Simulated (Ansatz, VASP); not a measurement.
# NaAl in VASP and in Ansatz

Contents of INCAR:

```
SYSTEM = NaAl
ALGO = Fast
EDIFF = 1E-7
ENCUT = 520
GGA = PE
ISIF = 2
ISMEAR = 0
LASPH = .True.
LCHARG = .False.
LREAL = .False.
LWAVE = .False.
NBANDS = 30
NELM = 80
PREC = Accurate
SIGMA = 0.2
```

KPOINTS

```
k-points
0
Gamma
  8 4 2
  0 0 0
```

Contents of POSCAR:

```
NaAl
1.0
    1.5393048452     -2.6661542002      0.0000000000
   -4.6179145356     -2.6661542002      0.0000000000
    0.0000000000      0.0000000000    -10.9349198067
Na Al
4 4
Direct
    0.5000000000      0.5000000000      0.0000000000
    1.0000000000      0.0000000000      0.0000000000
    0.5000000000      0.5000000000      0.5000000000
    1.0000000000      1.0000000000      0.5000000000
    0.5000000000      0.8333333333      0.7500000000
    1.0000000000      0.3333333333      0.7500000000
    0.0000000000      0.6666666667      0.2500000000
    0.5000000000      0.1666666667      0.2500000000
```

Input for Ansatz:

```yaml
crystal:
  lattice:
    - [1.5393048452, -2.6661542002, 0.0]
    - [-4.6179145356, -2.6661542002, 0.0]
    - [0.0, 0.0, -10.9349198067]
  atoms:
    - { symbol: Na, position: [0.5, 0.5, 0.0] }
    - { symbol: Na, position: [1.0, 0.0, 0.0] }
    - { symbol: Na, position: [0.5, 0.5, 0.5] }
    - { symbol: Na, position: [1.0, 1.0, 0.5] }
    - { symbol: Al, position: [0.5, 0.8333333333, 0.75] }
    - { symbol: Al, position: [1.0, 0.3333333333, 0.75] }
    - { symbol: Al, position: [0.0, 0.6666666667, 0.25] }
    - { symbol: Al, position: [0.5, 0.1666666667, 0.25] }
basis:
  ecutwfc: 420
kpoints:
  mp_grid: { grid: [8, 4, 2] }
hamiltonian:
  xc: pbe
scf:
  occupations: { method: gaussian, width: 0.2 }
  lower_state_search: "off"
output:
  forces: true
  stress: true
  eigenvalues: true
```

Alike in both runs: task single point; functional PBE; k mesh 8 × 4 × 2; occupations gaussian, width 0.2 eV; no spin polarisation.

|  | VASP | Ansatz |
| --- | --- | --- |
| version | VASP 6.6.1 | Ansatz 0.2.0 |
| potentials or method | VASP PAW PBE potentials, release 64 (Na_pv, Al), cutoff 520 eV | scalar-relativistic, plane waves, PAW |
| valence electrons in the cell | 40 | 48 |

Ansatz gave:

```
gap on the k mesh at the Fermi level (eV)                     : none
pressure (GPa)                                                : -0.2
traceless stress, the component that is largest in VASP (GPa) : -0.87
```

Problem. What did VASP give for the same quantities?

Solution. gap on the k mesh at the Fermi level (eV): none; pressure (GPa): -0.1; traceless stress, the component that is largest in VASP (GPa): -0.87.

A gap of «none» marks a metal or a gap that the smearing closes. VASP's potentials hold 40 valence electrons a cell and Ansatz's 48, so a difference there can come from the potentials and not from the codes.
